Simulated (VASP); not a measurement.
HfN: single point with PBE

The system is HfN.

```xyz
2
Lattice="0.0000 2.4548 2.4548 2.4548 0.0000 2.4548 2.4548 2.4548 0.0000" Properties=species:S:1:pos:R:3 pbc="T T T"
Hf    0.0000    0.0000    0.0000
N     1.2274    1.2274    1.2274
```

```json
{
  "Program": "VASP 6.6.1",
  "Task": "single point",
  "Functional": "PBE",
  "Potentials or basis": "VASP PAW PBE potentials, release 64 (Hf_pv, N)",
  "Cutoff": "520 eV",
  "k mesh": "8 × 8 × 8",
  "Occupations": "methfessel-paxton, width 0.1 eV",
  "Spin": "non-collinear spin, zero start, spin-orbit coupling",
  "Starting moments": "[[0.0, 0.0, 0.0], [0.0, 0.0, 0.0]] μB",
  "Dipole correction": "no",
  "Further INCAR settings": "ALGO = Normal; EDIFF = 1e-07; NBANDS = 27"
}
```

```yaml
Pressure: -0.6 GPa
Net_moment: 0.00 μB per cell
Valence_electrons_inside_the_program's_atomic_spheres: Hf 8.61; N 3.76
```

Moments on the atoms (μB; x, y, z):
```
Hf  0.00 0.00 0.00
N   0.00 0.00 0.00
```

Run time: 3.9 min on 1 thread of Intel Xeon 8259CL, with other jobs on the host, peak memory 0.27 GiB.
